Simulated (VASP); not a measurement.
# SrH12Br2O6: single point with PBE

SrH12Br2O6:

```
Sr H Br O
1.0
     8.20400    0.00000    0.00000
    -4.10200    7.10487    0.00000
     0.00000    0.00000    4.15900
Sr H Br O
1 12 2 6
Direct
  0.00000 0.00000 0.00000
  0.09586 0.43318 0.90563
  0.56682 0.66268 0.90563
  0.33732 0.90414 0.90563
  0.43318 0.09586 0.09437
  0.66268 0.56682 0.09437
  0.90414 0.33732 0.09437
  0.34467 0.23560 0.51358
  0.76440 0.10907 0.51358
  0.89093 0.65533 0.51358
  0.23560 0.34467 0.48642
  0.10907 0.76440 0.48642
  0.65533 0.89093 0.48642
  0.33333 0.66667 0.58471
  0.66667 0.33333 0.41529
  0.78389 0.00000 0.50000
  0.00000 0.78389 0.50000
  0.21611 0.21611 0.50000
  0.31325 0.00000 0.00000
  0.00000 0.31325 0.00000
  0.68675 0.68675 0.00000
```

```
Program                : VASP 6.6.1
Task                   : single point
Functional             : PBE
Potentials or basis    : VASP PAW PBE potentials, release 64 (Sr_sv, H, Br, O)
Cutoff                 : 520 eV
k mesh                 : 3 × 3 × 5
Occupations            : fermi-dirac, width 0.02 eV
Spin                   : no spin polarisation
Dipole correction      : no
Further INCAR settings : LREAL = Auto; ALGO = Normal; EDIFF = 1e-06; NBANDS = 52
```

| Quantity | Value |
| --- | --- |
| Pressure | 1.0 GPa |
| Largest force | 0.096 eV/Å |
| Band gap on the k mesh | 4.25 eV |

Forces on the atoms (eV/Å):
```
Sr   0.000  0.000  0.000
H    0.053  0.064 -0.046
H   -0.082  0.014 -0.046
H    0.029 -0.078 -0.046
H    0.029  0.078  0.046
H    0.053 -0.064  0.046
H   -0.082 -0.014  0.046
H    0.093 -0.022  0.010
H   -0.027  0.092  0.010
H   -0.066 -0.069  0.010
H   -0.066  0.069 -0.010
H    0.093  0.022 -0.010
H   -0.027 -0.092 -0.010
Br   0.000  0.000 -0.009
Br   0.000  0.000  0.009
O    0.050  0.000  0.000
O   -0.025  0.043  0.000
O   -0.025 -0.043  0.000
O   -0.035  0.000  0.000
O    0.018 -0.031  0.000
O    0.018  0.031  0.000
```

Levels at points of the mesh, in eV from the valence-band top:
```tsv
k point	band 33	band 34	band 35	band 36	band 37	band 38	band 39	band 40
(0.00, 0.00, 0.00)	-0.64	-0.64	-0.12	0.00	4.25	6.67	6.67	7.19
```

Run time: 2.4 min on 1 thread of Intel(R) Xeon(R) Platinum 8488C (Sapphire Rapids), with other jobs on the host, peak memory 0.39 GiB.
